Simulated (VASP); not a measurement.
Runs of VASP 6.6.1 on Ba. The structure is that of space group Im-3m (No. 229), or close to it. The cells are those of the table. 

| task | cell | cutoff (eV) | gap on the mesh (eV) | pressure (GPa) |
| --- | --- | --- | --- | --- |
| relaxation of cell and atoms | relaxed from a = 4.120 Å, angles 109.5°, 1 atom | 600 | none | 0.0 |
| single point | a = 4.007 Å, angles 109.5°, 1 atom | 520 | none | (a) |
| single point | a = 3.888 Å, angles 109.5°, 1 atom | 520 | none | 2.5 |
| single point | a = 4.120 Å, angles 109.5°, 1 atom | 520 | none | 0.1 |
| single point | a = 3.623 Å, angles 109.5°, 1 atom | 520 | none | (b) |
| single point | a = 3.760 Å, angles 109.5°, 1 atom | 520 | none | 4.3 |

Alike in all rows: level LDA; potentials or basis VASP PAW LDA potentials, release 64 (Ba_sv); no spin polarisation; k mesh 11 × 11 × 11; smearing fermi-dirac 0.05 eV.

Q: Fill in the values left out.

A: (a) 1.1; (b) 7.1.

Caveats: spin-orbit coupling is left out, which moves the levels of the heavy elements; the cell stands under pressure (at least some runs).

A k mesh can miss the band edges, and the runs leave out spin-orbit coupling on Ba.

A gap of «none» marks levels without a gap at the run's occupations.
